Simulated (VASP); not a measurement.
Crystal: Al5Cu.

```
Al Cu
1.0
     2.79100    0.00000    0.00000
    -1.39550    2.41708    0.00000
     0.00000    0.00000   13.47124
Al Cu
5 1
Direct
  0.33333 0.66667 0.33333
  0.33333 0.66667 0.66667
  0.66667 0.33333 0.16667
  0.66667 0.33333 0.50000
  0.66667 0.33333 0.83333
  0.33333 0.66667 0.00000
```

```yaml
Program: VASP 6.6.1
Task: relaxation of cell and atoms
Functional: PBE
Potentials_or_basis: VASP PAW PBE potentials, release 64 (Al, Cu)
Cutoff: 600 eV
k_mesh: 6 × 6 × 2
Occupations: gaussian, width 0.1 eV
Spin: no spin polarisation
```

At the start: pressure 3.8 GPa; volume 15.15 Å³/atom.

**Question.** Where does the relaxation end?

**Answer.** Over 9 steps the energy falls by 40.3 meV/atom and the volume is 15.83 Å³/atom (+4.5 %); space group P-6m2 (No. 187, to 0.1 Å) before and after.

The path:
| step | energy change (eV) | largest force (eV/Å) | pressure (GPa) | volume (Å³) |
| --- | --- | --- | --- | --- |
| 1 | 0.0000 | 0.8191 | 3.81 | 90.88 |
| 2 | -0.1095 | 0.5950 | -0.68 | 95.70 |
| 3 | -0.1124 | 0.5579 | -1.42 | 96.63 |
| 4 | -0.1607 | 0.4181 | -0.94 | 95.97 |
| 5 | -0.2207 | 0.2661 | 0.83 | 94.13 |
| 6 | -0.2336 | 0.1769 | -0.20 | 95.39 |
| 7 | -0.2336 | 0.1792 | -0.16 | 95.32 |
| 8 | -0.2401 | 0.0854 | -0.10 | 95.16 |
| 9 | -0.2421 | 0.0039 | -0.03 | 94.99 |

Final structure:
```yaml
crystal:
  lattice:
    - [2.83674, 0.00000, 0.00000]
    - [-1.41837, 2.45668, 0.00000]
    - [0.00000, 0.00000, 13.63082]
  atoms:
    - { symbol: Al, position: [0.33333, 0.66667, 0.32402] }
    - { symbol: Al, position: [0.33333, 0.66667, 0.67598] }
    - { symbol: Al, position: [0.66667, 0.33333, 0.15144] }
    - { symbol: Al, position: [0.66667, 0.33333, 0.50000] }
    - { symbol: Al, position: [0.66667, 0.33333, 0.84856] }
    - { symbol: Cu, position: [0.33333, 0.66667, 0.00000] }
```

Caveat: the k points lie up to 0.43 Å⁻¹ apart in the final cell; the highest band is partly filled, so the run has too few bands.
